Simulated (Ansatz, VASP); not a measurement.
**TiCo in VASP and in Ansatz**

Contents of INCAR:

```
SYSTEM = TiCo
  ALGO = Normal
  EDIFF = 1E-6
  ENCUT = 520
  GGA = PE
  ISIF = 2
  ISMEAR = 0
  ISPIN = 2
  LASPH = .TRUE.
  LCHARG = .FALSE.
  LMAXMIX = 4
  LORBIT = 11
  LREAL = .FALSE.
  LWAVE = .FALSE.
  MAGMOM = 0 0.6
  NBANDS = 22
  NELM = 150
  PREC = Accurate
  SIGMA = 0.15
```

File KPOINTS:

```
k-points
0
G
  16 16 16
  0 0 0
```

Contents of POSCAR:

```
TiCo
1.0
    2.9861109900      0.0000000000      0.0000000000
    0.0000000000      2.9861109900      0.0000000000
    0.0000000000      0.0000000000      2.9861109900
Ti Co
1 1
Direct
    0.0000000000      0.0000000000      0.0000000000
    0.5000000000      0.5000000000      0.5000000000
```

Input for Ansatz:

```yaml
crystal:
  lattice:
    - [2.98611099, 0.0, 0.0]
    - [0.0, 2.98611099, 0.0]
    - [0.0, 0.0, 2.98611099]
  atoms:
    - { symbol: Ti, position: [0.0, 0.0, 0.0] }
    - { symbol: Co, position: [0.5, 0.5, 0.5], spin: 0.6 }
basis:
  ecutwfc: 420
kpoints:
  mp_grid: { grid: [16, 16, 16] }
hamiltonian:
  xc: pbe
scf:
  occupations: { method: gaussian, width: 0.15 }
output:
  forces: true
  stress: true
  eigenvalues: true
  populations: true
magnetization:
  spin_polarized: true
```

Alike in both runs: task single point; functional PBE; k mesh 16 × 16 × 16; occupations gaussian, width 0.15 eV; collinear spin.

|  | VASP | Ansatz |
| --- | --- | --- |
| version | VASP 6.6.1 | Ansatz 0.2.0 |
| potentials or method | VASP PAW PBE potentials, release 64 (Ti_sv, Co), cutoff 520 eV | scalar-relativistic, plane waves, PAW |
| valence electrons in the cell | 21 | 29 |

|  | VASP | Ansatz | Ansatz less VASP |
| --- | --- | --- | --- |
| gap on the k mesh at the Fermi level (eV) | none | none | - |
| pressure (GPa) | -0.6 | -0.1 | +0.51 |
| net moment per atom (μB) | 0.43 | 0.44 | +0.007 |
| size of the moment on the site where the two differ most (μB) | 0.94 | 0.98 | +0.037 |

Site moments also hang on the region over which each program counts them. A gap of «none» marks a metal or a gap that the smearing closes. VASP's potentials hold 21 valence electrons a cell and Ansatz's 29, so a difference there can come from the potentials and not from the codes.
